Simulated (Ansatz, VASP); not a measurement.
One calculation of Zn5O3, two programs

Contents of INCAR:

```
ALGO = Normal ; EDIFF = 1E-6
ENCUT = 520 ; GGA = PE
ISIF = 2 ; ISMEAR = 0
LASPH = T ; LCHARG = F
LREAL = F ; LWAVE = F
NBANDS = 49 ; NELM = 100
PREC = Accurate ; SIGMA = 0.2
```

File KPOINTS:

```
k-points
0
Gamma
  6 6 2
```

POSCAR

```
Zn5O3
1.0
    3.2062471006      0.0000000000      0.0000000000
   -1.6031235503      2.7766914400      0.0000000000
    0.0000000000      0.0000000000     12.1878850727
Zn O
5 3
Direct
    1.0000000000      1.0000000000      0.4337276506
    0.3333333333      0.6666666667      0.6619535377
    0.3333333333      0.6666666667      0.2114032447
    1.0000000000      1.0000000000      0.9893897331
    0.6666666667      0.3333333333      0.8359060977
    0.3333333333      0.6666666667      0.3726255890
    1.0000000000      1.0000000000      0.5950230931
    1.0000000000      1.0000000000      0.1509710541
```

Input for Ansatz:

```yaml
crystal:
  lattice:
    - [3.2062471006, 0.0, 0.0]
    - [-1.6031235503, 2.77669144, 0.0]
    - [0.0, 0.0, 12.1878850727]
  atoms:
    - { symbol: Zn, position: [1.0, 1.0, 0.4337276506] }
    - { symbol: Zn, position: [0.3333333333, 0.6666666667, 0.6619535377] }
    - { symbol: Zn, position: [0.3333333333, 0.6666666667, 0.2114032447] }
    - { symbol: Zn, position: [1.0, 1.0, 0.9893897331] }
    - { symbol: Zn, position: [0.6666666667, 0.3333333333, 0.8359060977] }
    - { symbol: O, position: [0.3333333333, 0.6666666667, 0.372625589] }
    - { symbol: O, position: [1.0, 1.0, 0.5950230931] }
    - { symbol: O, position: [1.0, 1.0, 0.1509710541] }
basis:
  ecutwfc: 420
kpoints:
  mp_grid: { grid: [6, 6, 2] }
hamiltonian:
  xc: pbe
scf:
  occupations: { method: gaussian, width: 0.2 }
  lower_state_search: "off"
output:
  forces: true
  stress: true
  eigenvalues: true
```

Alike in both runs: task single point; functional PBE; k mesh 6 × 6 × 2; occupations gaussian, width 0.2 eV; no spin polarisation.

```csv
,VASP,Ansatz
version,VASP 6.6.1,Ansatz 0.2.0
potentials or method,"VASP PAW PBE potentials, release 64 (Zn, O), cutoff 520 eV","scalar-relativistic, plane waves, PAW"
valence electrons in the cell,78,78
```

VASP gave:

- gap on the k mesh at the Fermi level (eV): none
- pressure (GPa): 0.9
- traceless stress, the component that is largest in VASP (GPa): -0.97
- rms of the force components (eV/Å): 0.060

Q: What did Ansatz give for the same quantities?

A: gap on the k mesh at the Fermi level (eV): none; pressure (GPa): 0.2; traceless stress, the component that is largest in VASP (GPa): -1.07; rms of the force components (eV/Å): 0.050.

Atom by atom the forces differ by 0.016 eV/Å (rms over components). A gap of «none» marks a metal or a gap that the smearing closes.

The k mesh is coarse, so the values compare programs but aren't converged.
